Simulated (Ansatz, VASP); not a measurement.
**Two plane-wave programs on SiGe5**

```
CELL_PARAMETERS angstrom
4.84346 0.00000 0.00000
-2.42173 4.19456 0.00000
0.00000 0.00000 5.53559
ATOMIC_POSITIONS crystal
Si 0.00000 0.00000 0.50000
Ge 0.66667 0.33333 0.74591
Ge 0.00000 0.00000 0.00000
Ge 0.66667 0.33333 0.25409
Ge 0.33333 0.66667 0.25409
Ge 0.33333 0.66667 0.74591
```

Change from the starting cell: species swapped into the BaSn5 type (P6/mmm, No. 191).

Alike in both runs: functional PBE; k mesh 12 × 12 × 8; occupations gaussian, width 0.1 eV; no spin polarisation.

Ansatz relaxed the structure, and its values are those at the end. VASP's run is a single point on that final structure, the one shown.

|  | VASP | Ansatz |
| --- | --- | --- |
| version | VASP 6.6.1 | Ansatz 0.2.0 |
| potentials or method | VASP PAW PBE potentials, release 64 (Si, Ge_d), cutoff 520 eV | scalar-relativistic, plane waves, PAW |
| valence electrons in the cell | 74 | 74 |

```csv
,VASP,Ansatz,Ansatz less VASP
gap on the k mesh at the Fermi level (eV),none,none,-
pressure (GPa),0.0,0.0,0.00
```

A gap of «none» marks a metal or a gap that the smearing closes.
